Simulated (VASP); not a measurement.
# SiTe2: relaxation of cell and atoms with LDA

The system is SiTe2.

```
Si Te
1.0
     4.00000    0.00000    0.00000
    -2.00000    3.46410    0.00000
     0.00000    0.00000    6.40000
Si Te
1 2
Direct
  0.00000 0.00000 0.00000
  0.33333 0.66667 0.25000
  0.66667 0.33333 0.75000
```

```
Program                : VASP 6.6.1
Task                   : relaxation of cell and atoms
Functional             : LDA
Potentials or basis    : VASP PAW LDA potentials, release 64 (Si, Te)
Cutoff                 : 600 eV
k mesh                 : 5 × 5 × 3
Occupations            : fermi-dirac, width 0.02 eV
Spin                   : no spin polarisation
Dipole correction      : no
Further INCAR settings : ALGO = Normal; EDIFF = 1e-07; IBRION = 2; EDIFFG = -0.03; NSW = 80; ISIF = 3
```

- Relaxed volume: 26.41 Å³/atom
- Relaxed cell: a = 3.731 Å, b = 3.731 Å, c = 6.571 Å, α = 90.00°, β = 90.00°, γ = 120.00°
- Space group after relaxing (to 0.05 Å): P-3m1 (No. 164)
- Energy gained by relaxing: 100.7 meV/atom
- Ionic steps: 15
- Pressure after relaxing: -0.2 GPa
- Largest force after relaxing: 0.015 eV/Å
- Band gap on the k mesh: zero (band 8 reaches 6.96 eV, above the bottom of band 9 at 6.09 eV)

Forces on the atoms (eV/Å):
```
Si   0.000  0.000  0.000
Te   0.000  0.000 -0.015
Te   0.000  0.000  0.015
```

Step by step:
| step | energy change (eV) | largest force (eV/Å) | pressure (GPa) | volume (Å³) |
| --- | --- | --- | --- | --- |
| 1 | 0.0000 | 0.3812 | -6.23 | 88.68 |
| 2 | -0.1880 | 0.8289 | 4.01 | 74.71 |
| 3 | -0.2354 | 0.4226 | 0.10 | 78.56 |
| 4 | -0.2684 | 0.2175 | 0.32 | 77.85 |
| 5 | -0.2701 | 0.1426 | 0.76 | 75.56 |
| 6 | -0.2908 | 0.1462 | 0.55 | 76.62 |
| 7 | -0.2925 | 0.0335 | 0.45 | 77.09 |
| 8 | -0.2932 | 0.0940 | 0.49 | 76.90 |
| 9 | -0.2933 | 0.0833 | 0.48 | 76.93 |
| 10 | -0.2958 | 0.1780 | -0.28 | 77.91 |
| 11 | -0.2958 | 0.1734 | -0.24 | 77.86 |
| 12 | -0.2985 | 0.1326 | -0.12 | 78.02 |
| 13 | -0.3014 | 0.0461 | 0.16 | 78.35 |
| 14 | -0.3016 | 0.0189 | 0.26 | 78.46 |
| 15 | -0.3021 | 0.0148 | -0.16 | 79.23 |

Final structure:
```yaml
crystal:
  lattice:
    - [3.73128, 0.00000, 0.00000]
    - [-1.86564, 3.23138, 0.00000]
    - [0.00000, 0.00000, 6.57093]
  atoms:
    - { symbol: Si, position: [0.00000, 0.00000, 0.00000] }
    - { symbol: Te, position: [0.33333, 0.66667, 0.24740] }
    - { symbol: Te, position: [0.66667, 0.33333, 0.75260] }
```

Levels at points of the mesh, in eV from the Fermi level:
| k point | band 4 | band 5 | band 6 | band 7 | band 8 | band 9 | band 10 | band 11 | band 12 |
| --- | --- | --- | --- | --- | --- | --- | --- | --- | --- |
| (0.00, 0.00, 0.00) | -0.72 | -0.58 | -0.58 | -0.12 | -0.12 | 0.99 | 3.29 | 3.37 | 3.37 |

Wall time 74 s on 1 thread of Intel(R) Xeon(R) 6975P-C (Granite Rapids), with other jobs on the host, peak memory 0.21 GiB.

Caveat: the k points lie up to 0.39 Å⁻¹ apart in the final cell; spin-orbit coupling is left out, which moves the levels of the heavy elements.
